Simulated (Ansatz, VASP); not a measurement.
## One calculation of MnO2, two programs

```
Mn O
1.0
     2.67373    0.00000    0.00000
    -1.33686    2.31552    0.00000
     0.00000    0.00000    4.30684
Mn O
1 2
Direct
  0.00000 0.00000 0.50000
  0.66667 0.33333 0.29371
  0.33333 0.66667 0.70629
```

Change from the starting cell: volume scaled by 0.82, PAW files.

Alike in both runs: task single point; functional LDA; k mesh 11 × 11 × 6; occupations fermi-dirac, width 0.03 eV; collinear spin.

|  | VASP | Ansatz |
| --- | --- | --- |
| version | VASP 6.6.1 | Ansatz 0.2.0 |
| potentials or method | VASP PAW LDA potentials, release 64 (Mn_pv, O) | PAW with Ansatz's default frozen-core files, scalar-relativistic |
| plane-wave cutoff (eV) | 520 | 420 |
| valence electrons in the cell | 25 | 27 |

|  | VASP | Ansatz | Ansatz less VASP |
| --- | --- | --- | --- |
| pressure (GPa) | 50.4 | 48.3 | -2.10 |
| traceless stress, the component that is largest in VASP (GPa) | -15.36 | -14.43 | +0.931 |
| rms of the force components (eV/Å) | 1.548 | 1.473 | -0.0749 |
| net moment per atom (μB) | 0.95 | 0.97 | +0.015 |
| size of the moment on the site where the two differ most (μB) | 2.52 | 2.18 | -0.336 |

LDA's correlation is that of Perdew and Zunger in VASP and of Perdew and Wang (1992) in Ansatz. Site moments also hang on the region over which each program counts them. Atom by atom the forces differ by 0.075 eV/Å (rms over components). Both programs put the cell under a high pressure, so it lies far from rest at this level. VASP's potentials hold 25 valence electrons a cell and Ansatz's 27, so a difference there can come from the potentials and not from the codes.
